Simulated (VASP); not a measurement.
# TaRu (Pm-3m) in VASP: a series of runs

The runs below take TaRu through vibrations by perturbation theory, with LDA.

Everything below comes from runs of VASP 6.6.1. Logs are shortened: lines on timing, memory, paths and dates and some standing lists are left out, and cuts for length are marked.

**1. The cell of the first run**

It takes space group Pm-3m (No. 221, cubic). The conventional cell has a = 3.043 Å, b = 3.043 Å, c = 3.043 Å, α = 90.00°, β = 90.00°, γ = 90.00°. Ta (site symmetry m-3m) has 8 Ru at 2.64 Å and 6 Ta at 3.04 Å within 3.5 Å. Within 3.5 Å of Ru (site symmetry m-3m) lie 8 Ta at 2.64 Å and 6 Ru at 3.04 Å.

**2. Vibrations by perturbation theory, LDA**

Contents of INCAR:

```
SYSTEM = TaRu
PREC = Accurate
ENCUT = 520
EDIFF = 1E-8
ISMEAR = -1
SIGMA = 0.15
LREAL = .False.
LASPH = .True.
NELM = 60
ALGO = Normal
ISIF = 2
LWAVE = .False.
LCHARG = .False.
GGA = CA
NBANDS = 20
IBRION = 8
NSW = 1
```

Contents of KPOINTS:

```
Automatic mesh
0
Gamma
  14 14 14
  0 0 0
```

Contents of POSCAR:

```
TaRu
1.0
    3.0433098158      0.0000000000      0.0000000000
    0.0000000000      3.0433098158      0.0000000000
    0.0000000000      0.0000000000      3.0433098158
Ta Ru
1 1
Direct
    0.5000000000      0.5000000000      0.5000000000
    0.0000000000      0.0000000000      0.0000000000
```

Potentials or basis: VASP PAW LDA potentials, release 64 (Ta_pv, Ru_pv).

Command:

```
cat potpaw_LDA.64/Ta_pv/POTCAR potpaw_LDA.64/Ru_pv/POTCAR > POTCAR
mpirun -np 1 vasp_std > vasp.out
```

OUTCAR:

```text
SYSTEM = TaRu
   PREC = Accurate
   ENCUT = 520
   EDIFF = 1E-8
   ISMEAR = -1
   LREAL = .False.
   LASPH = .True.
   NELM = 60
   ISIF = 2
   GGA = CA
   IBRION = 8
   NSW = 1

 ion  position               nearest neighbor table
   1  0.500  0.500  0.500-   2 2.64   2 2.64   2 2.64   2 2.64   2 2.64   2 2.64   2 2.64   2 2.64

   2  0.000  0.000  0.000-   1 2.64   1 2.64   1 2.64   1 2.64   1 2.64   1 2.64   1 2.64   1 2.64

  LATTYP: Found a simple cubic cell.
 ALAT       =     3.0433098158

  Lattice vectors:

 A1 = (   3.0433098158,   0.0000000000,   0.0000000000)
 A2 = (   0.0000000000,   3.0433098158,   0.0000000000)
 A3 = (   0.0000000000,   0.0000000000,   3.0433098158)

Analysis of symmetry for initial positions (statically):
=====================================================================
 Subroutine PRICEL returns:
 Original cell was already a primitive cell.

 Routine SETGRP: Setting up the symmetry group for a
 simple cubic supercell.

 Subroutine GETGRP returns: Found 48 space group operations
 (whereof 48 operations were pure point group operations)
 out of a pool of 48 trial point group operations.

The static configuration has the point symmetry O_h .

Analysis of symmetry for dynamics (positions and initial velocities):
=====================================================================
 Subroutine PRICEL returns:
 Original cell was already a primitive cell.

 Routine SETGRP: Setting up the symmetry group for a
 simple cubic supercell.

 Subroutine GETGRP returns: Found 48 space group operations
 (whereof 48 operations were pure point group operations)
 out of a pool of 48 trial point group operations.

The dynamic configuration has the point symmetry O_h .

 Subroutine INISYM returns: Found 48 space group operations
 (whereof 48 operations are pure point group operations),
 and found     1 'primitive' translations

----------------------------------------------------------------------------------------

                                     Primitive cell

  volume of cell :      28.1863

  direct lattice vectors                    reciprocal lattice vectors
     3.043309816  0.000000000  0.000000000     0.328589615  0.000000000  0.000000000
     0.000000000  3.043309816  0.000000000     0.000000000  0.328589615  0.000000000
     0.000000000  0.000000000  3.043309816     0.000000000  0.000000000  0.328589615

  length of vectors
     3.043309816  3.043309816  3.043309816     0.328589615  0.328589615  0.328589615

  position of ions in fractional coordinates (direct lattice)
     0.500000000  0.500000000  0.500000000
     0.000000000  0.000000000  0.000000000

  ion indices of the primitive-cell ions
   primitive index   ion index
                 1           1
                 2           2

----------------------------------------------------------------------------------------

 KPOINTS: Automatic mesh

Automatic generation of k-mesh.
 Grid dimensions read from file:
 generate k-points for:   14   14   14

 Generating k-lattice:

  Cartesian coordinates                     Fractional coordinates (reciprocal lattice)
     0.023470687  0.000000000  0.000000000     0.071428571  0.000000000  0.000000000
     0.000000000  0.023470687  0.000000000     0.000000000  0.071428571  0.000000000
     0.000000000  0.000000000  0.023470687     0.000000000  0.000000000  0.071428571

  Length of vectors
     0.023470687  0.023470687  0.023470687

  Shift w.r.t. Gamma in fractional coordinates (k-lattice)
     0.000000000  0.000000000  0.000000000

 Subroutine IBZKPT returns following result:
 ===========================================

 Found    120 irreducible k-points:

 Following reciprocal coordinates:
            Coordinates               Weight
  0.000000  0.000000  0.000000      1.000000
  0.071429  0.000000  0.000000      6.000000
  0.142857  0.000000  0.000000      6.000000
  0.214286  0.000000  0.000000      6.000000
  0.285714  0.000000  0.000000      6.000000
  0.357143  0.000000  0.000000      6.000000
[... 16 lines left out ...]
  0.285714  0.214286  0.000000     24.000000
  0.357143  0.214286  0.000000     24.000000
 [... further k-points ...]
   k-points           NKPTS =    120   k-points in BZ     NKDIM =    120   number of bands    NBANDS=     20
   number of dos      NEDOS =    301   number of ions     NIONS =      2
   total plane-waves  NPLWV =  13824
   dimension x,y,z NGX =    24 NGY =   24 NGZ =   24
   dimension x,y,z NGXF=    48 NGYF=   48 NGZF=   48
   ions per type =               1   1
   NGX,Y,Z   is equivalent  to a cutoff of  13.11, 13.11, 13.11 a.u.
   NGXF,Y,Z  is equivalent  to a cutoff of  26.22, 26.22, 26.22 a.u.
 SYSTEM =  TaRu
   PREC   = accura    normal or accurate (medium, high low for compatibility)
   ISTART =      0    job   : 0-new  1-cont  2-samecut
   ICHARG =      2    charge: 1-file 2-atom 10-const
   ISPIN  =      1    spin polarized calculation?
   LNONCOLLINEAR =      F non collinear calculations
   LSORBIT =      F    spin-orbit coupling
   LASPH  =      T    aspherical Exc in radial PAW
   ENCUT  =  520.0 eV  38.22 Ry    6.18 a.u.   5.66  5.66  5.66*2*pi/ulx,y,z
   NELM   =     60;   NELMIN=  2; NELMDL= -5     # of ELM steps
   EDIFF  = 0.1E-07   stopping-criterion for ELM
   LREAL  =      F    real-space projection
   EDIFFG = 0.1E-06   stopping-criterion for IOM
   NSW    =      1    number of steps for IOM
   IBRION =      8    ionic relax: 0-MD 1-quasi-New 2-CG
   NFREE  =      0    steps in history (QN), initial steepest desc. (CG)
   ISIF   =      2    stress and relaxation
   ISYM   =      2    0-nonsym 1-usesym 2-fastsym
   POTIM  = 0.5000    time-step for ionic-motion
   TEBEG  =    0.0;   TEEND  =   0.0 temperature during run
   PSTRESS=    0.0 pullay stress
   NELECT =      25.0000    total number of electrons
   NUPDOWN=      -1.0000    fix difference up-down
   EMIN   =  10.00;   EMAX   =-10.00  energy-range for DOS
   EFERMI =   0.00;   METHOD = LEGACY
   ISMEAR =    -1;   SIGMA  =   0.15  broadening in eV -4-tet -1-fermi 0-gaus
   EFERMI_NEDOS =   21; number of points for ismear=-14 and -15
   IALGO  =     38    algorithm
   IMIX   =      4    mixing-type and parameters
     AMIX     =   0.40;   BMIX     =  1.00
     AMIX_MAG =   1.60;   BMIX_MAG =  1.00
  volume/ion in A,a.u.               =      14.09        95.11
  Fermi-wavevector in a.u.,A,eV,Ry     =   1.572927  2.972402 33.662181  2.474100
  Thomas-Fermi vector in A             =   2.674288
   LORBIT       =      0    0 simple, 1 ext, 2 COOP (PROOUT), +10 PAW based schemes
   GGA     = CA    functional components
   LHFCALC =     F    Hartree Fock is set to
   AEXX    =    0.0000 exact exchange contribution
   IVDW    =     0    specifies the selected vdW correction
   LEPSILON=     F    determine dielectric tensor
   LRPA    =     F    only Hartree local field effects (RPA)
 non-spin polarized calculation
  energy-cutoff  :      520.00
  volume of cell :       28.19
 maximum number of plane-waves:       780
 NGX is ok and might be reduce to    24
   NGX = 11   NGY = 11   NGZ = 11

--------------------------------------- Ionic step        1  -------------------------------------------

 number of electron      25.0000004 magnetization

 Free energy of the ion-electron system (eV)
  ---------------------------------------------------
  ext. energy  EPLUGINS =         0.00000000
  ---------------------------------------------------
  free energy    TOTEN  =       -23.91964077 eV

  energy without entropy =      -23.75746695  energy(sigma->0) =      -23.83855386

 E-fermi :  11.0449     XC(G=0): -14.1305

 val. band max:       11.0385232219   @ k =   0.5000   0.0714   0.0714
 cond. band min:      11.0530368580   @ k =   0.5000   0.4286   0.2143
 fundamental gap:      0.0145136361
 Fermi energy:        11.0449390740

 k-point     1 :       0.0000    0.0000    0.0000
  band No.  band energies     occupation
      1     -32.1647      2.00000
      2     -32.1647      2.00000
      3     -32.1647      2.00000
      4     -23.5112      2.00000
      5     -23.5112      2.00000
      6     -23.5112      2.00000
[... 541 lines left out ...]
     19      20.8880      0.00000
     20      23.3118      0.00000

 [... further k-points ...]

------------------------ aborting loop because EDIFF is reached ----------------------------------------

  FORCE on cell =-STRESS in cart. coord.  units (eV):
  Direction    XX          YY          ZZ          XY          YZ          ZX
  --------------------------------------------------------------------------------------
  -------------------------------------------------------------------------------------
  Total        4.6565855      4.6565855      4.6565855      0.0000000      0.0000000     -0.0000000
  in kB      264.6912988    264.6912988    264.6912988      0.0000000      0.0000000     -0.0000000
  external PRESSURE =     264.6912988 kB  Pullay stress =       0.0000000 kB

 VOLUME and BASIS-vectors are now :
 -----------------------------------------------------------------------------
  energy-cutoff  :      520.00
  volume of cell :       28.19
      direct lattice vectors                 reciprocal lattice vectors
     3.043309816  0.000000000  0.000000000     0.328589615  0.000000000  0.000000000
     0.000000000  3.043309816  0.000000000     0.000000000  0.328589615  0.000000000
     0.000000000  0.000000000  3.043309816     0.000000000  0.000000000  0.328589615

 POSITION                                       TOTAL-FORCE (eV/Angst)
 -----------------------------------------------------------------------------------
      1.52165      1.52165      1.52165         0.000000      0.000000      0.000000
      0.00000      0.00000      0.00000         0.000000      0.000000      0.000000
 -----------------------------------------------------------------------------------
    total drift:                                0.000000      0.000000     -0.000000

  FREE ENERGIE OF THE ION-ELECTRON SYSTEM (eV)
  ---------------------------------------------------
  free  energy   TOTEN  =       -23.9196407692 eV

  energy  without entropy=      -23.7574669488  energy(sigma->0) =      -23.83855386

[... ionic steps 2 to 3 ...]

--------------------------------------- Ionic step        4  -------------------------------------------

------------------------ aborting loop because EDIFF is reached ----------------------------------------

[... ionic steps 5 to 6 ...]

--------------------------------------- Ionic step        7  -------------------------------------------

 Free energy of the ion-electron system (eV)
  ---------------------------------------------------
  ---------------------------------------------------
  free energy    TOTEN  =        -0.64979752 eV

  energy without entropy =       -0.64979751

------------------------ aborting loop because EDIFF is reached ----------------------------------------

 INTERNAL STRAIN TENSOR  FOR ION    2  DIRECTION 1   (eV/Angst):
 -----------------------------------------------------------------------------
     0.12310 -0.00000  0.00000
    -0.00000 -0.06753  0.00000
     0.00000  0.00000 -0.06753

 INTERNAL STRAIN TENSOR FOR ION    2 for displacements in x,y,z  (eV/Angst):
          X           Y           Z          XY          YZ          ZX
  --------------------------------------------------------------------------------
  x     0.00000     0.00000     0.00000     0.00000     0.00000     0.00000
  y     0.00000     0.00000     0.00000     0.00000     0.00000     0.00000
  z     0.00000     0.00000     0.00000     0.00000     0.00000     0.00000

 SECOND DERIVATIVES (NOT SYMMETRIZED)
 ------------------------------------
               1X          1Y          1Z          2X          2Y          2Z
  1X    -8.082965   -0.000000   -0.000000    8.082965    0.000000    0.000000
  1Y    -0.000000   -8.082965   -0.000000    0.000000    8.082965    0.000000
  1Z    -0.000000   -0.000000   -8.082965    0.000000    0.000000    8.082965
  2X     8.075538    0.000000    0.000000   -8.075538   -0.000000   -0.000000
  2Y     0.000000    8.075538   -0.000000   -0.000000   -8.075538    0.000000
  2Z    -0.000000   -0.000000    8.075538    0.000000    0.000000   -8.075538

 Eigenvectors and eigenvalues of the dynamical matrix
 ----------------------------------------------------

   1 f  =    5.517704 THz    34.668758 2PiTHz  184.050799 cm-1    22.819380 meV
             X         Y         Z           dx          dy          dz
      1.521655  1.521655  1.521655    -0.000000   -0.598826    0.000000
      0.000000  0.000000  0.000000     0.000000    0.800879    0.000000
[... 21 lines left out ...]
   6 f/i=    0.001216 THz     0.007642 2PiTHz    0.040569 cm-1     0.005030 meV
             X         Y         Z           dx          dy          dz
      1.521655  1.521655  1.521655     0.024049    0.398774   -0.694124
      0.000000  0.000000  0.000000     0.017982    0.298168   -0.519004

--------------------------------------------------------------------------------------------------------

 ELASTIC MODULI CONTR FROM IONIC RELAXATION (kBar)
 Direction    XX          YY          ZZ          XY          YZ          ZX
 --------------------------------------------------------------------------------
 XX           0.0000      0.0000      0.0000      0.0000      0.0000      0.0000
 YY           0.0000      0.0000      0.0000      0.0000      0.0000      0.0000
 ZZ           0.0000      0.0000      0.0000      0.0000      0.0000      0.0000
 XY           0.0000      0.0000      0.0000      0.0000      0.0000      0.0000
 YZ           0.0000      0.0000      0.0000      0.0000      0.0000      0.0000
 ZX           0.0000      0.0000      0.0000      0.0000      0.0000      0.0000
 --------------------------------------------------------------------------------
```

It took 9.4 min on 1 thread of Intel Xeon 8259CL, shared host; peak memory 0.42 GiB.

Results:

| Quantity | Value |
| --- | --- |
| Highest phonon frequency at Γ | 184 cm⁻¹ |

Phonon frequencies in cm⁻¹ (negative: imaginary):
```tsv
q point	frequencies
(0.000, 0.000, 0.000)	0 0 0 184 184 184
```

Caveat: the cell stands under pressure or tension, which shifts response properties; spin-orbit coupling is left out, which moves the levels of the heavy elements.

[end of part 1 of 2]
